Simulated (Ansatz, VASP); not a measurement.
**One calculation of InCuO, two programs**

```
CELL_PARAMETERS angstrom
2.95530 0.00000 0.00000
0.00000 2.95530 0.00000
0.00000 0.00000 5.27070
ATOMIC_POSITIONS crystal
In 0.00000 0.00000 0.00000
Cu 0.50000 0.50000 0.50000
O 0.00000 0.00000 0.50000
```

Alike in both runs: functional PBE; k mesh 16 × 16 × 10; occupations gaussian, width 0.1 eV; no spin polarisation.

Ansatz relaxed the structure, and its values are those at the end. VASP's run is a single point on that final structure, the one shown.

|  | VASP | Ansatz |
| --- | --- | --- |
| version | VASP 6.6.1 | Ansatz 0.2.0 |
| potentials or method | VASP PAW PBE potentials, release 64 (In_d, Cu, O), cutoff 520 eV | scalar-relativistic, plane waves, PAW |
| valence electrons in the cell | 30 | 38 |

```csv
,VASP,Ansatz,Ansatz less VASP
gap on the k mesh at the Fermi level (eV),none,none,-
pressure (GPa),0.1,0.0,-0.15
```

A gap of «none» marks a metal or a gap that the smearing closes. VASP's potentials hold 30 valence electrons a cell and Ansatz's 38, so a difference there can come from the potentials and not from the codes.
